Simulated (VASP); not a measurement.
Input of a VASP 6.6.1 run:

File INCAR:

```
SYSTEM = CuAu
ALGO = Normal
EDIFF = 1E-6
ENCUT = 520
GGA = PS
ISIF = 2
ISMEAR = 0
LASPH = .TRUE.
LCHARG = .FALSE.
LREAL = .FALSE.
LWAVE = .FALSE.
NBANDS = 18
NELM = 80
PREC = Accurate
SIGMA = 0.1
```

The input KPOINTS:

```
k-points
0
G
  14 14 12
  0 0 0
```

File POSCAR:

```
CuAu
1.0
    2.7731337651      0.0000000000      0.0000000000
    0.0000000000      2.7731337651      0.0000000000
    0.0000000000      0.0000000000      3.3634247919
Cu Au
1 1
Direct
    0.5000000000      0.5000000000      0.5000000000
    0.0000000000      0.0000000000      0.0000000000
```

Potentials or basis: VASP PAW PBE potentials, release 64 (Cu, Au).

Command:

```bash
$ cat potpaw_PBE.64/Cu/POTCAR potpaw_PBE.64/Au/POTCAR > POTCAR
$ mpirun -np 1 vasp_std > vasp.out
```

(1) Estimate the pressure.

(2) Predict the band gap on the k mesh.

Answers

(1) 20.6 GPa.

(2) zero (bands 11 and 12 overlap by 7.83 eV).

Caveat: the cell stands under pressure; the PAW data sets were made with another functional, which shifts forces and pressure a little; spin-orbit coupling is left out, which moves the levels of the heavy elements.
